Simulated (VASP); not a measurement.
# Ni in VASP: further runs, part 2 of 2

VASP 6.6.1. Earlier steps stand in the parts before.

## (3) Single point, PBEsol, collinear spin, ferromagnetic start (the cell strained at random)

INCAR

```
SYSTEM = Ni
PREC     = Accurate       ! precision mode
ENCUT    = 520            ! plane-wave cutoff, eV
EDIFF    = 1E-6           ! SCF threshold, eV
ISMEAR   = -1             ! smearing method
SIGMA    = 0.05           ! smearing width, eV
LREAL    = .FALSE.        ! projectors in reciprocal space
LASPH    = .TRUE.         ! aspherical terms in the spheres
NELM     = 150            ! most SCF steps
ALGO     = Normal         ! electronic algorithm
ISIF     = 2              ! what is computed and relaxed
LWAVE    = .FALSE.        ! write WAVECAR
LCHARG   = .FALSE.        ! write CHGCAR
ISPIN    = 2              ! spin polarisation
MAGMOM   = 1              ! initial moments
LORBIT   = 11             ! projections on sites
LMAXMIX  = 4              ! l up to which the mixer works
GGA      = PS             ! functional
NBANDS   = 15             ! bands
```

KPOINTS

```
regular mesh
0
G
  13 13 13
  0 0 0
```

POSCAR

```
Ni
1.0
   -1.3885280000      1.3631270000      1.4317670000
    1.3310840000     -1.3624370000      1.3736330000
    1.4153010000      1.3892100000     -1.4310770000
Ni
1
Direct
   -0.0207550000     -0.0231330000     -0.0194850000
```

Potentials or basis: VASP PAW PBE potentials, release 64 (Ni).

Command:

```console
$ cat potpaw_PBE.64/Ni/POTCAR > POTCAR
$ mpirun -np 1 vasp_std > vasp.out
```

OUTCAR:

```text
SYSTEM = Ni
   PREC = Accurate
   ENCUT = 520
   EDIFF = 1E-6
   ISMEAR = -1
   LREAL = .FALSE.
   LASPH = .TRUE.
   NELM = 150
   ISIF = 2
   ISPIN = 2
   LORBIT = 11
   GGA = PS

 ion  position               nearest neighbor table
   1  0.979  0.977  0.981-

  LATTYP: Found a triclinic cell.
 ALAT       =     2.3483796143
 B/A-ratio  =     1.6372103006
 C/A-ratio  =     1.0413992155
 COS(alpha) =     0.0094358744
 COS(beta)  =     0.3438155721
 COS(gamma) =     0.8103277082

  Lattice vectors:

 A1 = (   1.3310840000,  -1.3624370000,   1.3736330000)
 A2 = (   2.6889410000,   0.0274630000,   2.7479560000)
 A3 = (  -1.4153010000,  -1.3892100000,   1.4310770000)

Analysis of symmetry for initial positions (statically):
=====================================================================
 Subroutine PRICEL returns:
 Original cell was already a primitive cell.

 Routine SETGRP: Setting up the symmetry group for a
 triclinic supercell.

 Subroutine GETGRP returns: Found  2 space group operations
 (whereof  1 operations were pure point group operations)
 out of a pool of  2 trial point group operations.

The static configuration has the point symmetry C_1 .
 The point group associated with its full space group is S_2 .

Analysis of symmetry for dynamics (positions and initial velocities):
=====================================================================
 Subroutine PRICEL returns:
 Original cell was already a primitive cell.

 Routine SETGRP: Setting up the symmetry group for a
 triclinic supercell.

 Subroutine GETGRP returns: Found  2 space group operations
 (whereof  1 operations were pure point group operations)
 out of a pool of  2 trial point group operations.

The dynamic configuration has the point symmetry C_1 .
 The point group associated with its full space group is S_2 .

Analysis of structural, dynamic, and magnetic symmetry:
=====================================================================
 Subroutine PRICEL returns:
 Original cell was already a primitive cell.

 Routine SETGRP: Setting up the symmetry group for a
 triclinic supercell.

 Subroutine GETGRP returns: Found  2 space group operations
 (whereof  1 operations were pure point group operations)
 out of a pool of  2 trial point group operations.

The overall configuration has the point symmetry C_1 .
 The point group associated with its full space group is S_2 .

 Subroutine INISYM returns: Found  2 space group operations
 (whereof  1 operations are pure point group operations),
 and found     1 'primitive' translations

----------------------------------------------------------------------------------------

                                     Primitive cell

  volume of cell :      10.5974

  direct lattice vectors                    reciprocal lattice vectors
    -1.388528000  1.363127000  1.431767000     0.003914870  0.363200160  0.356446239
     1.331084000 -1.362437000  1.373633000     0.371766094 -0.003707577  0.364068685
     1.415301000  1.389210000 -1.431077000     0.360760013  0.359816525  0.007298505

  length of vectors
     2.415798412  2.348379614  2.445600688     0.508904317  0.520355439  0.509577263

  position of ions in fractional coordinates (direct lattice)
     0.979245000  0.976867000  0.980515000

  ion indices of the primitive-cell ions
   primitive index   ion index
                 1           1

----------------------------------------------------------------------------------------

 KPOINTS: regular mesh

[... 79 lines left out ...]
   NUPDOWN=      -1.0000    fix difference up-down
   EMIN   =  10.00;   EMAX   =-10.00  energy-range for DOS
   EFERMI =   0.00;   METHOD = LEGACY
   ISMEAR =    -1;   SIGMA  =   0.05  broadening in eV -4-tet -1-fermi 0-gaus
   EFERMI_NEDOS =   21; number of points for ismear=-14 and -15
   IALGO  =     38    algorithm
   IMIX   =      4    mixing-type and parameters
     AMIX     =   0.40;   BMIX     =  1.00
     AMIX_MAG =   1.60;   BMIX_MAG =  1.00
  volume/ion in A,a.u.               =      10.60        71.51
  Fermi-wavevector in a.u.,A,eV,Ry     =   1.605738  3.034405 35.081183  2.578394
  Thomas-Fermi vector in A             =   2.702037
   LORBIT       =     11    0 simple, 1 ext, 2 COOP (PROOUT), +10 PAW based schemes
   GGA     = PS    functional components
   LHFCALC =     F    Hartree Fock is set to
   AEXX    =    0.0000 exact exchange contribution
   IVDW    =     0    specifies the selected vdW correction
   LEPSILON=     F    determine dielectric tensor
   LRPA    =     F    only Hartree local field effects (RPA)
 spin polarized calculation
  energy-cutoff  :      520.00
  volume of cell :       10.60
 maximum number of plane-waves:       301
 NGX is ok and might be reduce to    18
   NGX =  9   NGY =  9   NGZ =  9

 number of electron      10.0000002 magnetization       0.5731876

 Free energy of the ion-electron system (eV)
  ---------------------------------------------------
  ext. energy  EPLUGINS =         0.00000000
  ---------------------------------------------------
  free energy    TOTEN  =        -6.02833428 eV

  energy without entropy =       -6.01331942  energy(sigma->0) =       -6.02082685

 E-fermi :   9.4248     XC(G=0): -13.5867

 val. band max:        9.4246252622   @ k =  -0.0769  -0.4615   0.0769
 cond. band min:       9.4250620732   @ k =   0.1538   0.4615   0.0000
 fundamental gap:      0.0004368111
 Fermi energy:         9.4248126251

 spin component 1

 k-point     1 :       0.0000    0.0000    0.0000
  band No.  band energies     occupation
      1       0.3157      1.00000
      2       6.8673      1.00000
      3       7.0440      1.00000
      4       7.2751      1.00000
      5       8.4645      1.00000
      6       8.6044      1.00000
      7      35.2836      0.00000
      8      36.1784      0.00000
      9      36.7571      0.00000
     10      40.5348      0.00000
     11      41.2159      0.00000
     12      41.4832      0.00000
     13      42.5721      0.00000
     14      42.7789      0.00000
[... 403 lines left out ...]
      4       8.1395      1.00000
      5       8.6210      1.00000
      6       9.3242      0.88199
      7      22.8222      0.00000
      8      26.5880      0.00000
      9      30.1955      0.00000
     10      35.6811      0.00000
     11      40.1507      0.00000
     12      44.1827      0.00000
     13      48.3805      0.00000
     14      49.9546      0.00000
     15      51.3284      0.00000

 [... further k-points ...]

 spin component 2

 k-point     1 :       0.0000    0.0000    0.0000
  band No.  band energies     occupation
      1       0.3294      1.00000
      2       7.5212      1.00000
      3       7.7027      1.00000
      4       7.9330      1.00000
      5       9.0155      0.99972
      6       9.1241      0.99756
      7      35.2231      0.00000
      8      36.1173      0.00000
      9      36.7009      0.00000
     10      40.5551      0.00000
     11      41.1944      0.00000
     12      41.6650      0.00000
     13      42.7606      0.00000
     14      42.9483      0.00000
[... 403 lines left out ...]
      4       8.7225      1.00000
      5       9.1809      0.99245
      6       9.9474      0.00003
      7      22.9910      0.00000
      8      26.7039      0.00000
      9      30.3003      0.00000
     10      35.7277      0.00000
     11      40.2149      0.00000
     12      44.2375      0.00000
     13      48.4404      0.00000
     14      50.0398      0.00000
     15      51.4250      0.00000

 [... further k-points ...]

------------------------ aborting loop because EDIFF is reached ----------------------------------------

  FORCE on cell =-STRESS in cart. coord.  units (eV):
  Direction    XX          YY          ZZ          XY          YZ          ZX
  --------------------------------------------------------------------------------------
  -------------------------------------------------------------------------------------
  Total       -0.2013929     -0.1545278     -0.0624056     -0.1955111     -0.0277956      0.4444164
  in kB      -30.4476773    -23.3623539     -9.4348256    -29.5584321     -4.2022846     67.1893048
  external PRESSURE =     -21.0816189 kB  Pullay stress =       0.0000000 kB

 VOLUME and BASIS-vectors are now :
 -----------------------------------------------------------------------------
  energy-cutoff  :      520.00
  volume of cell :       10.60
      direct lattice vectors                 reciprocal lattice vectors
    -1.388528000  1.363127000  1.431767000     0.003914870  0.363200160  0.356446239
     1.331084000 -1.362437000  1.373633000     0.371766094 -0.003707577  0.364068685
     1.415301000  1.389210000 -1.431077000     0.360760013  0.359816525  0.007298505

 POSITION                                       TOTAL-FORCE (eV/Angst)
 -----------------------------------------------------------------------------------
      1.32831      1.36606      1.34071         0.000000      0.000000      0.000000
 -----------------------------------------------------------------------------------
    total drift:                                0.000007      0.000051      0.000012

  FREE ENERGIE OF THE ION-ELECTRON SYSTEM (eV)
  ---------------------------------------------------
  free  energy   TOTEN  =        -6.0283342814 eV

  energy  without entropy=       -6.0133194160  energy(sigma->0) =       -6.02082685

 total charge

# of ion       s       p       d       tot
------------------------------------------
    1        0.507   0.519   8.342   9.367

 magnetization (x)

# of ion       s       p       d       tot
------------------------------------------
    1       -0.003  -0.015   0.594   0.577
```

It took 4.5 min on 1 thread of Oxide Virtual Turin-like, shared host; peak memory 0.31 GiB.

What came out:

```yaml
Free_energy: -6.0283 eV
Pressure: -2.1 GPa
Net_moment: 0.57 μB per cell
Site_moments: Ni +0.58 μB
Valence_electrons_inside_the_program's_atomic_spheres: Ni 9.37
```

Stress tensor (GPa, compression positive):
```
-3.04 -2.96  6.72
-2.96 -2.34 -0.42
 6.72 -0.42 -0.94
```

Levels at points of the mesh, in eV from the Fermi level:
Spin up:
```
           k point  band 3  band 4  band 5  band 6  band 7  band 8
(0.00, 0.00, 0.00)   -2.38   -2.15   -0.96   -0.82   25.86   26.75
```
Spin down:
| k point | band 1 | band 2 | band 3 | band 4 | band 5 | band 6 | band 7 | band 8 | band 9 | band 10 |
| --- | --- | --- | --- | --- | --- | --- | --- | --- | --- | --- |
| (0.00, 0.00, 0.00) | -9.10 | -1.90 | -1.72 | -1.49 | -0.41 | -0.30 | 25.80 | 26.69 | 27.28 | 31.13 |

Caveat: the cell differs from its parent crystal (the cell strained at random); the PAW data sets were made with another functional, which shifts forces and pressure a little.
